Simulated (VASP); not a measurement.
# Bi2TeSe2 (R3m) in VASP: single point with LDA

Aim: the single point of Bi2TeSe2 with LDA.

All numbers are computed with VASP 6.6.1; they aren't measurements. Logs are shortened: lines on timing, memory, paths and dates and some standing lists are left out, and cuts for length are marked.

### 1 The cell of the first run

The structure is trigonal, space group R3m (No. 160). Conventional cell: a = 4.183 Å, b = 4.183 Å, c = 28.598 Å, α = 90.00°, β = 90.00°, γ = 120.00°. Within 4.0 Å of Bi (site symmetry 3m) lie 3 Te at 3.00 Å and 3 Se at 3.07 Å. Bi (site symmetry 3m) has 6 Se at 2.86 to 3.02 Å within 3.8 Å. Te (site symmetry 3m) has 3 Bi at 3.00 Å and 3 Se at 3.48 Å within 4.0 Å. Within 4.2 Å of Se (site symmetry 3m) lie 6 Bi at 3.02 to 3.07 Å and 9 Se at 4.14 to 4.18 Å. Se (site symmetry 3m) has 3 Bi at 2.86 Å and 3 Te at 3.48 Å within 3.8 Å.

### 2 Single point, LDA

POSCAR

```
Bi2TeSe2
1.0
    2.0912721292      1.2073965268      9.5325968973
   -2.0912721292      1.2073965268      9.5325968973
    0.0000000000     -2.4147930535      9.5325968973
Bi Te Se
2 1 2
Direct
    0.6033131679      0.6033131679      0.6033131679
    0.3996770689      0.3996770689      0.3996770689
    0.2075475353      0.2075475353      0.2075475353
    0.0026753526      0.0026753526      0.0026753526
    0.7867868854      0.7867868854      0.7867868854
```

INCAR.step1

```
SYSTEM = Bi2TeSe2
PREC = Accurate ; ENCUT = 400
EDIFF = 1E-6 ; ISMEAR = 0
SIGMA = 0.01 ; LREAL = .False.
LASPH = .True. ; NELM = 120
ALGO = Normal ; ISIF = 2
LWAVE = .False. ; LCHARG = .True.
GGA = CA ; NBANDS = 32
GGA_COMPAT = .False. ; NEDOS = 2001
LORBIT = 11
```

KPOINTS.step1

```
regular mesh
0
Gamma
  12 12 12
  0 0 0
```

INCAR.step2

```
SYSTEM = Bi2TeSe2
PREC = Accurate ; ENCUT = 400
EDIFF = 1E-6 ; ISMEAR = -5
SIGMA = 0.01 ; LREAL = .False.
LASPH = .True. ; NELM = 120
ALGO = Normal ; ISIF = 2
LWAVE = .False. ; LCHARG = .False.
GGA = CA ; LORBIT = 11
NBANDS = 32 ; NEDOS = 1001
ICHARG = 11 ; GGA_COMPAT = .False.
```

KPOINTS.step2

```
regular mesh
0
Gamma
  18 18 18
  0 0 0
```

Potentials or basis: VASP PAW LDA potentials, release 64 (Bi_d, Te, Se).

The run is started by

```
> cat potpaw_LDA.64/Bi_d/POTCAR potpaw_LDA.64/Te/POTCAR potpaw_LDA.64/Se/POTCAR > POTCAR
> cp INCAR.step1 INCAR
> cp KPOINTS.step1 KPOINTS
> mpirun -np 1 vasp_std > vasp.out
> cp INCAR.step2 INCAR
> cp KPOINTS.step2 KPOINTS
> mpirun -np 1 vasp_std > vasp.out
```

OUTCAR:

```text
SYSTEM = Bi2TeSe2
   PREC = Accurate
   ENCUT = 400
   EDIFF = 1E-6
   ISMEAR = -5
   LREAL = .False.
   LASPH = .True.
   NELM = 120
   ISIF = 2
   GGA = CA
   LORBIT = 11
   ICHARG = 11

 ion  position               nearest neighbor table
   1  0.603  0.603  0.603-   3 3.00   3 3.00   3 3.00   4 3.07   4 3.07   4 3.07
   2  0.400  0.400  0.400-   5 2.86   5 2.86   5 2.86   4 3.02   4 3.02   4 3.02
   3  0.208  0.208  0.208-   1 3.00   1 3.00   1 3.00
   4  0.003  0.003  0.003-   2 3.02   2 3.02   2 3.02   1 3.07   1 3.07   1 3.07
   5  0.787  0.787  0.787-   2 2.86   2 2.86   2 2.86

  LATTYP: Found a trigonal (rhomboedric) cell.
 ALAT       =     9.8336986479
 COS(alpha) =     0.9095481812

  Lattice vectors:

 A1 = (   2.0912721292,   1.2073965268,   9.5325968973)
 A2 = (  -2.0912721292,   1.2073965268,   9.5325968973)
 A3 = (   0.0000000000,  -2.4147930535,   9.5325968973)

Analysis of symmetry for initial positions (statically):
=====================================================================
 Subroutine PRICEL returns:
 Original cell was already a primitive cell.

 Routine SETGRP: Setting up the symmetry group for a
 trigonal (rhombohedral) supercell.

 Subroutine GETGRP returns: Found  6 space group operations
 (whereof  6 operations were pure point group operations)
 out of a pool of 12 trial point group operations.

The static configuration has the point symmetry C_3v.

Analysis of symmetry for dynamics (positions and initial velocities):
=====================================================================
 Subroutine PRICEL returns:
 Original cell was already a primitive cell.

 Routine SETGRP: Setting up the symmetry group for a
 trigonal (rhombohedral) supercell.

 Subroutine GETGRP returns: Found  6 space group operations
 (whereof  6 operations were pure point group operations)
 out of a pool of 12 trial point group operations.

The dynamic configuration has the point symmetry C_3v.

 Subroutine INISYM returns: Found  6 space group operations
 (whereof  6 operations are pure point group operations),
 and found     1 'primitive' translations

----------------------------------------------------------------------------------------

                                     Primitive cell

  volume of cell :     144.4185

  direct lattice vectors                    reciprocal lattice vectors
     2.091272129  1.207396527  9.532596897     0.239088922  0.138038054  0.034967736
    -2.091272129  1.207396527  9.532596897    -0.239088922  0.138038054  0.034967736
     0.000000000 -2.414793053  9.532596897     0.000000000 -0.276076108  0.034967736

  length of vectors
     9.833698648  9.833698648  9.833698648     0.278281799  0.278281799  0.278281799

  position of ions in fractional coordinates (direct lattice)
     0.603313168  0.603313168  0.603313168
     0.399677069  0.399677069  0.399677069
     0.207547535  0.207547535  0.207547535
     0.002675353  0.002675353  0.002675353
     0.786786885  0.786786885  0.786786885

  ion indices of the primitive-cell ions
   primitive index   ion index
                 1           1
                 2           2
                 3           3
                 4           4
                 5           5

----------------------------------------------------------------------------------------

 KPOINTS: regular mesh

Automatic generation of k-mesh.
 Grid dimensions read from file:
 generate k-points for:   18   18   18

 Generating k-lattice:

  Cartesian coordinates                     Fractional coordinates (reciprocal lattice)
     0.013282718  0.007668781  0.001942652     0.055555556  0.000000000 -0.000000000
    -0.013282718  0.007668781  0.001942652     0.000000000  0.055555556 -0.000000000
     0.000000000 -0.015337562  0.001942652    -0.000000000 -0.000000000  0.055555556

  Length of vectors
     0.015460100  0.015460100  0.015460100

  Shift w.r.t. Gamma in fractional coordinates (k-lattice)
     0.000000000  0.000000000  0.000000000

 TETIRR: Found   2916 inequivalent tetrahedra from    34992

 Subroutine IBZKPT returns following result:
 ===========================================

 Found    580 irreducible k-points:

 Following reciprocal coordinates:
            Coordinates               Weight
  0.000000  0.000000  0.000000      1.000000
  0.055556 -0.000000  0.000000      6.000000
  0.111111 -0.000000  0.000000      6.000000
  0.166667 -0.000000  0.000000      6.000000
  0.222222 -0.000000 -0.000000      6.000000
  0.277778 -0.000000  0.000000      6.000000
[... 16 lines left out ...]
 -0.277778  0.055556  0.000000     12.000000
 -0.222222  0.055556  0.000000     12.000000
 [... further k-points ...]
   k-points           NKPTS =    580   k-points in BZ     NKDIM =    580   number of bands    NBANDS=     32
   number of dos      NEDOS =   1001   number of ions     NIONS =      5
   total plane-waves  NPLWV = 262144
   dimension x,y,z NGX =    64 NGY =   64 NGZ =   64
   dimension x,y,z NGXF=   128 NGYF=  128 NGZF=  128
   ions per type =               2   1   2
   NGX,Y,Z   is equivalent  to a cutoff of  10.82, 10.82, 10.82 a.u.
   NGXF,Y,Z  is equivalent  to a cutoff of  21.64, 21.64, 21.64 a.u.
 SYSTEM =  Bi2TeSe2
   PREC   = accura    normal or accurate (medium, high low for compatibility)
   ISTART =      0    job   : 0-new  1-cont  2-samecut
   ICHARG =     11    charge: 1-file 2-atom 10-const
   ISPIN  =      1    spin polarized calculation?
   LNONCOLLINEAR =      F non collinear calculations
   LSORBIT =      F    spin-orbit coupling
   LASPH  =      T    aspherical Exc in radial PAW
   ENCUT  =  400.0 eV  29.40 Ry    5.42 a.u.  16.04 16.04 16.04*2*pi/ulx,y,z
   NELM   =    120;   NELMIN=  2; NELMDL=  0     # of ELM steps
   EDIFF  = 0.1E-05   stopping-criterion for ELM
   LREAL  =      F    real-space projection
   EDIFFG = 0.1E-04   stopping-criterion for IOM
   NSW    =      0    number of steps for IOM
   IBRION =     -1    ionic relax: 0-MD 1-quasi-New 2-CG
   NFREE  =      0    steps in history (QN), initial steepest desc. (CG)
   ISIF   =      2    stress and relaxation
   ISYM   =      2    0-nonsym 1-usesym 2-fastsym
   POTIM  = 0.5000    time-step for ionic-motion
   TEBEG  =    0.0;   TEEND  =   0.0 temperature during run
   PSTRESS=    0.0 pullay stress
   NELECT =      48.0000    total number of electrons
   NUPDOWN=      -1.0000    fix difference up-down
   EMIN   =  10.00;   EMAX   =-10.00  energy-range for DOS
   EFERMI =   0.00;   METHOD = LEGACY
   ISMEAR =    -5;   SIGMA  =   0.01  broadening in eV -4-tet -1-fermi 0-gaus
   EFERMI_NEDOS =   21; number of points for ismear=-14 and -15
   IALGO  =     38    algorithm
   IMIX   =      4    mixing-type and parameters
     AMIX     =   0.40;   BMIX     =  1.00
     AMIX_MAG =   1.60;   BMIX_MAG =  1.00
  volume/ion in A,a.u.               =      28.88       194.92
  Fermi-wavevector in a.u.,A,eV,Ry     =   1.134003  2.142955 17.496591  1.285963
  Thomas-Fermi vector in A             =   2.270707
   LORBIT       =     11    0 simple, 1 ext, 2 COOP (PROOUT), +10 PAW based schemes
   GGA     = CA    functional components
   LHFCALC =     F    Hartree Fock is set to
   AEXX    =    0.0000 exact exchange contribution
   IVDW    =     0    specifies the selected vdW correction
   LEPSILON=     F    determine dielectric tensor
   LRPA    =     F    only Hartree local field effects (RPA)
 non-spin polarized calculation
 Fermi weights with tetrahedron method with Bloechl corrections
  energy-cutoff  :      400.00
  volume of cell :      144.42
 maximum number of plane-waves:      2643

 number of electron      48.0000007 magnetization

 Free energy of the ion-electron system (eV)
  ---------------------------------------------------
  ext. energy  EPLUGINS =         0.00000000
  ---------------------------------------------------
  free energy    TOTEN  =       -22.85987021 eV

  energy without entropy =      -22.85987021  energy(sigma->0) =      -22.85987021

 E-fermi :   5.8011     XC(G=0):  -9.9289

 val. band max:        5.7849104166   @ k =   0.0000   0.0000   0.0000
 cond. band min:       5.9880667487   @ k =   0.0000   0.0000   0.0000
 fundamental gap:      0.2031563321
 Fermi energy:         5.8011143893

 k-point     1 :       0.0000    0.0000    0.0000
  band No.  band energies     occupation
      1     -17.3073      2.00000
      2     -17.3073      2.00000
      3     -17.2937      2.00000
      4     -17.2833      2.00000
      5     -17.2833      2.00000
      6     -17.2204      2.00000
[... 24 lines left out ...]
     31      11.4025      0.00000
     32      11.8766      0.00000

 k-point     2 :       0.0556   -0.0000    0.0000
  band No.  band energies     occupation
      1     -17.3079      2.00000
      2     -17.3068      2.00000
      3     -17.2932      2.00000
      4     -17.2835      2.00000
      5     -17.2831      2.00000
      6     -17.2208      2.00000
[... 24 lines left out ...]
     31      11.3262      0.00000
     32      11.5733      0.00000
[... 733 lines left out ...]
     31      10.0798      0.00000
     32      11.9288      0.00000

 k-point    24 :      -0.2222    0.0556    0.0000
  band No.  band energies     occupation
      1     -17.3176      2.00000
      2     -17.3016      2.00000
      3     -17.2895      2.00000
      4     -17.2836      2.00000
      5     -17.2780      2.00000
      6     -17.2280      2.00000
[... 24 lines left out ...]
     31       9.9906      0.00000
     32      11.4763      0.00000

 [... further k-points ...]

------------------------ aborting loop because EDIFF is reached ----------------------------------------

  FORCE on cell =-STRESS in cart. coord.  units (eV):
  Direction    XX          YY          ZZ          XY          YZ          ZX
  --------------------------------------------------------------------------------------
  -------------------------------------------------------------------------------------
  Total        0.1031666      0.1031666      0.1164462      0.0000000      0.0000000      0.0000000
  in kB        1.1445284      1.1445284      1.2918529      0.0000000      0.0000000      0.0000000
  external PRESSURE =       1.1936366 kB  Pullay stress =       0.0000000 kB

 VOLUME and BASIS-vectors are now :
 -----------------------------------------------------------------------------
  energy-cutoff  :      400.00
  volume of cell :      144.42
      direct lattice vectors                 reciprocal lattice vectors
     2.091272129  1.207396527  9.532596897     0.239088922  0.138038054  0.034967736
    -2.091272129  1.207396527  9.532596897    -0.239088922  0.138038054  0.034967736
     0.000000000 -2.414793053  9.532596897     0.000000000 -0.276076108  0.034967736

 POSITION                                       TOTAL-FORCE (eV/Angst)
 -----------------------------------------------------------------------------------
      0.00000      0.00000     17.25342         0.000000      0.000000      0.029921
      0.00000      0.00000     11.42988         0.000000     -0.000000     -0.013209
      0.00000      0.00000      5.93540         0.000000     -0.000000     -0.043507
      0.00000      0.00000      0.07651         0.000000     -0.000000     -0.001747
      0.00000      0.00000     22.50037         0.000000      0.000000      0.028541
 -----------------------------------------------------------------------------------
    total drift:                                0.000000     -0.000000     -0.000423

  FREE ENERGIE OF THE ION-ELECTRON SYSTEM (eV)
  ---------------------------------------------------
  free  energy   TOTEN  =       -22.8598702122 eV

  energy  without entropy=      -22.8598702122  energy(sigma->0) =      -22.85987021

 total charge

# of ion       s       p       d       tot
------------------------------------------
    1        1.603   1.165   9.953  12.721
    2        1.619   1.092   9.961  12.672
    3        1.418   1.915   0.032   3.365
    4        1.483   2.312   0.024   3.819
    5        1.495   2.266   0.024   3.786
--------------------------------------------------
tot          7.618   8.749  19.995  36.363
```

Run time: 58 min. Hardware: 1 thread of Intel Xeon 6975P-C (Granite Rapids), shared host; peak memory 1.6 GiB.

What came out:

```
Valence electrons inside the program's atomic spheres : Bi 12.72, 12.67; Te 3.37; Se 3.82, 3.79
```

Caveat: spin-orbit coupling is left out, which moves the levels of the heavy elements.
